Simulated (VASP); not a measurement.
**AlN: single point with PBE**

AlN:

```
CELL_PARAMETERS angstrom
3.40326 0.00000 0.00000
-1.70163 2.94731 0.00000
0.00000 0.00000 3.96956
ATOMIC_POSITIONS crystal
Al 0.33333 0.66667 0.75000
Al 0.66667 0.33333 0.25000
N 0.33333 0.66667 0.25000
N 0.66667 0.33333 0.75000
```

This cell differs from its parent crystal: volume 9.954 Å^3 an atom, c/a of the conventional cell 1.1664.

```yaml
Program: VASP 6.6.1
Task: single point
Functional: PBE
Potentials_or_basis: VASP PAW PBE potentials, release 64 (Al, N)
Cutoff: 520 eV
k_mesh: 9 × 9 × 6
Occupations: gaussian, width 0.05 eV
Spin: no spin polarisation
```

```json
{
  "Pressure": "0.0 GPa",
  "Band gap on the k mesh": "3.51 eV, direct"
}
```

Stress tensor (GPa, compression positive):
```
-5.43  0.00  0.00
 0.00 -5.43  0.00
 0.00  0.00 10.76
```

Levels at points of the mesh, in eV from the valence-band top:
```tsv
k point	band 4	band 5	band 6	band 7	band 8	band 9	band 10	band 11	band 12	band 13
(0.00, 0.00, 0.00)	-3.15	-3.15	-1.08	-1.08	0.00	3.51	4.54	8.22	8.22	11.70
(0.00, 0.00, 0.50)	-3.48	-2.16	-2.16	-2.16	-2.16	5.97	5.97	8.26	8.26	8.26
```

Wall time 33 s on 1 thread of Intel(R) Xeon(R) Platinum 8488C (Sapphire Rapids) (shared host), peak memory 0.16 GiB.
